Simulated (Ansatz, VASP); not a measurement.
**BP in VASP and in Ansatz**

File POSCAR:

```
BP
1.0
    0.0000000000      2.3414867216      2.3414867216
    2.3414867216      0.0000000000      2.3414867216
    2.3414867216      2.3414867216      0.0000000000
B P
1 1
Direct
    0.0000000000      0.0000000000      0.0000000000
    0.2500000000      0.2500000000      0.2500000000
```

File INCAR.step1:

```
PREC = Accurate
ENCUT = 520
ISMEAR = 0
SIGMA = 0.02
LREAL = False
LASPH = True
NELM = 80
NBANDS = 11
GGA = PE
ALGO = Normal
EDIFF = 1E-4
LWAVE = True
LCHARG = False
```

INCAR.step2

```
PREC = Accurate
ENCUT = 520
EDIFF = 1E-7
ISMEAR = 0
SIGMA = 0.02
LREAL = False
LASPH = True
NELM = 80
ALGO = Normal
ISIF = 2
LWAVE = False
LCHARG = False
METAGGA = R2SCAN
LMIXTAU = True
NBANDS = 11
ISTART = 1
```

File KPOINTS:

```
regular mesh
0
Gamma
  10 10 10
```

Input for Ansatz:

```yaml
crystal:
  lattice:
    - [0.0, 2.3414867216, 2.3414867216]
    - [2.3414867216, 0.0, 2.3414867216]
    - [2.3414867216, 2.3414867216, 0.0]
  atoms:
    - { symbol: B, position: [0.0, 0.0, 0.0] }
    - { symbol: P, position: [0.25, 0.25, 0.25] }
basis:
  ecutwfc: 500
kpoints:
  mp_grid: { grid: [10, 10, 10] }
hamiltonian:
  xc: r2scan
scf:
  occupations: { method: gaussian, width: 0.02 }
output:
  forces: true
  stress: true
  eigenvalues: true
```

Alike in both runs: task single point; functional r2SCAN; k mesh 10 × 10 × 10; occupations gaussian, width 0.02 eV; no spin polarisation.

|  | VASP | Ansatz |
| --- | --- | --- |
| version | VASP 6.6.1 | Ansatz 0.2.0 |
| potentials or method | VASP PAW PBE potentials, release 64 (B, P), cutoff 520 eV | scalar-relativistic, plane waves, PAW |
| valence electrons in the cell | 8 | 8 |

Ansatz gave:

| Item | Value |
| --- | --- |
| gap on the k mesh at the Fermi level (eV) | 1.54 |
| least direct gap on the mesh (eV) | 3.48 |
| pressure (GPa) | -13.5 |

Question: Estimate VASP's values.

Answer: gap on the k mesh at the Fermi level (eV): 1.57; least direct gap on the mesh (eV): 3.52; pressure (GPa): -13.9.

VASP's potentials were made for PBE, not for r2SCAN.
